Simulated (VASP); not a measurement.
# Al3Cu (P4/mmm) in VASP: notebook, part 2 of 2

VASP 6.6.1. Earlier steps stand in the parts before.

## Step 3: Single point, PBEsol

This run uses another cell than the first one, of 14.69 Å³/atom.

The input, INCAR:

```
SYSTEM = Al3Cu
PREC = Accurate
ENCUT = 520
EDIFF = 1E-6
ISMEAR = 0
SIGMA = 0.1
LREAL = .False.
LASPH = .True.
NELM = 100
ALGO = Fast
ISIF = 2
LWAVE = .False.
LCHARG = .False.
GGA = PS
NBANDS = 18
```

The input, KPOINTS:

```
regular mesh
0
Gamma
  18 18 8
  0 0 0
```

The input, POSCAR:

```
Al3Cu
1.0
    2.7796830103      0.0000000000      0.0000000000
    0.0000000000      2.7796830103      0.0000000000
    0.0000000000      0.0000000000      7.6029571112
Al Cu
3 1
Direct
    0.0000000000      0.0000000000      0.5000000000
    0.5000000000      0.5000000000      0.2206884218
    0.5000000000      0.5000000000      0.7793115782
    0.0000000000      0.0000000000      0.0000000000
```

Potentials or basis: VASP PAW PBE potentials, release 64 (Al, Cu).

Launch:

```console
$ cat potpaw_PBE.64/Al/POTCAR potpaw_PBE.64/Cu/POTCAR > POTCAR
$ mpirun -np 1 vasp_std > vasp.out
```

OUTCAR:

```text
SYSTEM = Al3Cu
   PREC = Accurate
   ENCUT = 520
   EDIFF = 1E-6
   ISMEAR = 0
   LREAL = .False.
   LASPH = .True.
   NELM = 100
   ISIF = 2
   GGA = PS

 ion  position               nearest neighbor table
   1  0.000  0.000  0.500-   2 2.89   3 2.89   2 2.89   3 2.89   2 2.89   3 2.89   2 2.89   3 2.89

   2  0.500  0.500  0.221-   4 2.58   4 2.58   4 2.58   4 2.58   1 2.89   1 2.89   1 2.89   1 2.89
                             3 3.36
   3  0.500  0.500  0.779-   4 2.58   4 2.58   4 2.58   4 2.58   1 2.89   1 2.89   1 2.89   1 2.89
                             2 3.36
   4  0.000  0.000  0.000-   2 2.58   3 2.58   2 2.58   3 2.58   2 2.58   3 2.58   2 2.58   3 2.58

  LATTYP: Found a simple tetragonal cell.
 ALAT       =     2.7796830103
 C/A-ratio  =     2.7351885388

  Lattice vectors:

 A1 = (   2.7796830103,   0.0000000000,   0.0000000000)
 A2 = (   0.0000000000,   2.7796830103,   0.0000000000)
 A3 = (   0.0000000000,   0.0000000000,   7.6029571112)

Analysis of symmetry for initial positions (statically):
=====================================================================
 Subroutine PRICEL returns:
 Original cell was already a primitive cell.

 Routine SETGRP: Setting up the symmetry group for a
 simple tetragonal supercell.

 Subroutine GETGRP returns: Found 16 space group operations
 (whereof 16 operations were pure point group operations)
 out of a pool of 16 trial point group operations.

The static configuration has the point symmetry D_4h.

Analysis of symmetry for dynamics (positions and initial velocities):
=====================================================================
 Subroutine PRICEL returns:
 Original cell was already a primitive cell.

 Routine SETGRP: Setting up the symmetry group for a
 simple tetragonal supercell.

 Subroutine GETGRP returns: Found 16 space group operations
 (whereof 16 operations were pure point group operations)
 out of a pool of 16 trial point group operations.

The dynamic configuration has the point symmetry D_4h.

 Subroutine INISYM returns: Found 16 space group operations
 (whereof 16 operations are pure point group operations),
[... 119 lines left out ...]
     AMIX     =   0.40;   BMIX     =  1.00
     AMIX_MAG =   1.60;   BMIX_MAG =  1.00
  volume/ion in A,a.u.               =      14.69        99.11
  Fermi-wavevector in a.u.,A,eV,Ry     =   1.143125  2.160193 17.779212  1.306735
  Thomas-Fermi vector in A             =   2.279821
   LORBIT       =      0    0 simple, 1 ext, 2 COOP (PROOUT), +10 PAW based schemes
   GGA     = PS    functional components
   LHFCALC =     F    Hartree Fock is set to
   AEXX    =    0.0000 exact exchange contribution
   IVDW    =     0    specifies the selected vdW correction
   LEPSILON=     F    determine dielectric tensor
   LRPA    =     F    only Hartree local field effects (RPA)
 non-spin polarized calculation
 RMM-DIIS sequential band-by-band and
 Gauss-broadening in eV      SIGMA  =   0.10
  energy-cutoff  :      520.00
  volume of cell :       58.75
 maximum number of plane-waves:      1612
 NGX is ok and might be reduce to    24
   NGX = 11   NGY = 11   NGZ = 29

 number of electron      20.0000007 magnetization

 Free energy of the ion-electron system (eV)
  ---------------------------------------------------
  ext. energy  EPLUGINS =         0.00000000
  ---------------------------------------------------
  free energy    TOTEN  =       -16.97961412 eV

  energy without entropy =      -16.97456353  energy(sigma->0) =      -16.97708883

 E-fermi :   8.4129     XC(G=0): -10.9427

 val. band max:        8.4083967873   @ k =   0.2778   0.2222   0.5000
 cond. band min:       8.4329302976   @ k =   0.3889   0.1667   0.1250
 fundamental gap:      0.0245335103
 Fermi energy:         8.4129194857

 k-point     1 :       0.0000    0.0000    0.0000
  band No.  band energies     occupation
      1      -2.8047      2.00000
      2      -0.3958      2.00000
      3      -0.1173      2.00000
      4       3.8502      2.00000
      5       3.9347      2.00000
      6       4.7334      2.00000
[... 481 lines left out ...]
      5       4.1554      2.00000
      6       4.2954      2.00000
[... 10 lines left out ...]
     17      16.3635      0.00000
     18      17.5792      0.00000

 [... further k-points ...]
[... 5 lines left out ...]
  --------------------------------------------------------------------------------------
  -------------------------------------------------------------------------------------
  Total        0.0531390      0.0531390     -0.0232208      0.0000000      0.0000000      0.0000000
  in kB        1.4492765      1.4492765     -0.6333087      0.0000000      0.0000000      0.0000000
  external PRESSURE =       0.7550814 kB  Pullay stress =       0.0000000 kB

 VOLUME and BASIS-vectors are now :
 -----------------------------------------------------------------------------
  energy-cutoff  :      520.00
  volume of cell :       58.75
      direct lattice vectors                 reciprocal lattice vectors
     2.779683010  0.000000000  0.000000000     0.359753251  0.000000000  0.000000000
     0.000000000  2.779683010  0.000000000     0.000000000  0.359753251  0.000000000
     0.000000000  0.000000000  7.602957111     0.000000000  0.000000000  0.131527771

 POSITION                                       TOTAL-FORCE (eV/Angst)
 -----------------------------------------------------------------------------------
      0.00000      0.00000      3.80148         0.000000      0.000000      0.000000
      1.38984      1.38984      1.67788         0.000000     -0.000000      0.065461
      1.38984      1.38984      5.92507        -0.000000      0.000000     -0.065461
      0.00000      0.00000      0.00000         0.000000      0.000000      0.000000
 -----------------------------------------------------------------------------------
    total drift:                                0.000000      0.000000     -0.000000

  FREE ENERGIE OF THE ION-ELECTRON SYSTEM (eV)
  ---------------------------------------------------
  free  energy   TOTEN  =       -16.9796141242 eV

  energy  without entropy=      -16.9745635345  energy(sigma->0) =      -16.97708883
```

OSZICAR:

```text
N       E                     dE             d eps       ncg     rms          rms(c)
DAV:   1     0.725051404960E+02    0.72505E+02   -0.83261E+03  9958   0.115E+03
DAV:   2    -0.155087369207E+02   -0.88014E+02   -0.81426E+02 10160   0.212E+02
DAV:   3    -0.198272893344E+02   -0.43186E+01   -0.41677E+01 13524   0.524E+01
DAV:   4    -0.199249824542E+02   -0.97693E-01   -0.97282E-01 14124   0.653E+00
DAV:   5    -0.199275744338E+02   -0.25920E-02   -0.25916E-02 14424   0.108E+00    0.181E+01
RMM:   6    -0.262066171371E+02   -0.62790E+01   -0.69288E+01 13278   0.114E+02    0.167E+01
RMM:   7    -0.175808236004E+02    0.86258E+01   -0.20331E+01 11293   0.656E+01    0.452E+00
RMM:   8    -0.169666930264E+02    0.61413E+00   -0.30583E+00 11607   0.257E+01    0.934E-01
RMM:   9    -0.169814583450E+02   -0.14765E-01   -0.21016E-01 12929   0.291E+00    0.685E-01
RMM:  10    -0.169804446758E+02    0.10137E-02   -0.31024E-02 12522   0.182E+00    0.382E-01
RMM:  11    -0.169794157037E+02    0.10290E-02   -0.13201E-02 13100   0.946E-01    0.764E-02
RMM:  12    -0.169800193315E+02   -0.60363E-03   -0.56025E-03 13534   0.580E-01    0.180E-01
RMM:  13    -0.169796953160E+02    0.32402E-03   -0.14277E-03 13141   0.508E-01    0.741E-02
RMM:  14    -0.169798694122E+02   -0.17410E-03   -0.59282E-04 13857   0.231E-01    0.134E-01
RMM:  15    -0.169796023529E+02    0.26706E-03   -0.66652E-04 12369   0.386E-01    0.128E-02
RMM:  16    -0.169796122838E+02   -0.99309E-05   -0.14408E-04 13824   0.862E-02    0.142E-02
RMM:  17    -0.169796142756E+02   -0.19918E-05   -0.17053E-05 13155   0.312E-02    0.223E-02
RMM:  18    -0.169796141242E+02    0.15139E-06   -0.24340E-06  8754   0.170E-02
   1 F= -.16979614E+02 E0= -.16977089E+02  d E =-.505059E-02
```

stdout:

```text
POSCAR found type information on POSCAR AlCu
 POSCAR found :  2 types and       4 ions
 scaLAPACK will be used
 -----------------------------------------------------------------------------
|                                                                             |
|                                                                             |
|     You enforced a specific xc type in the INCAR file but a different       |
|     I HOPE YOU KNOW WHAT YOU ARE DOING!                                     |
|                                                                             |
 -----------------------------------------------------------------------------

 LDA part: xc-table for (Slater+PW92), standard interpolation
 POSCAR, INCAR and KPOINTS ok, starting setup
 FFT: planning ... GRIDC
 FFT: planning ... GRID_SOFT
 FFT: planning ... GRID
 WAVECAR not read
 entering main loop
```

Run time: 3.3 min. Hardware: 1 thread of AMD EPYC 9R45 (Zen 5), shared host; peak memory 0.36 GiB.

What came out:

- Free energy: -16.9796 eV
- Pressure: 0.1 GPa
- Largest force: 0.065 eV/Å
- Band gap on the k mesh: zero (bands 10 and 11 overlap by 6.07 eV)

Forces in eV/Å, atoms in the order of the input:
```
Al   0.000  0.000  0.000
Al   0.000  0.000  0.065
Al   0.000  0.000 -0.065
Cu   0.000  0.000  0.000
```

Stress tensor (GPa, compression positive):
```
 0.14  0.00  0.00
 0.00  0.14  0.00
 0.00  0.00 -0.06
```

Caveat: the PAW data sets were made with another functional, which shifts forces and pressure a little.

The gap in the log of VASP goes by the Fermi energy; the results here count the filled bands.